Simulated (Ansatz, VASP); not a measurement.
## Two plane-wave programs on Ru

```xyz
3
Lattice="4.4553 0.0000 0.0000 -2.2276 3.8584 0.0000 0.0000 0.0000 2.8016" Properties=species:S:1:pos:R:3 pbc="T T T"
Ru    4.4553    0.0000    0.0000
Ru    0.0000    2.5723    1.4008
Ru    2.2276    1.2861    1.4008
```

Alike in both runs: task single point; functional RPBE; k mesh 10 × 10 × 13; occupations fermi-dirac, width 0.1 eV; no spin polarisation.

|  | VASP | Ansatz |
| --- | --- | --- |
| version | VASP 6.6.1 | Ansatz 0.2.0 |
| potentials or method | VASP PAW PBE potentials, release 64 (Ru_pv), cutoff 520 eV | plane waves (420 eV) with PAW, scalar-relativistic |
| valence electrons in the cell | 42 | 48 |

```tsv
	VASP	Ansatz	Ansatz less VASP
pressure (GPa)	-23.7	-23.6	+0.05
traceless stress, the component that is largest in VASP (GPa)	2.27	2.31	+0.039
```

VASP's potentials were made for PBE, not for RPBE. With one functional, cell and mesh, what is left measures potentials, basis and numerics. VASP's potentials hold 42 valence electrons a cell and Ansatz's 48, so a difference there can come from the potentials and not from the codes.
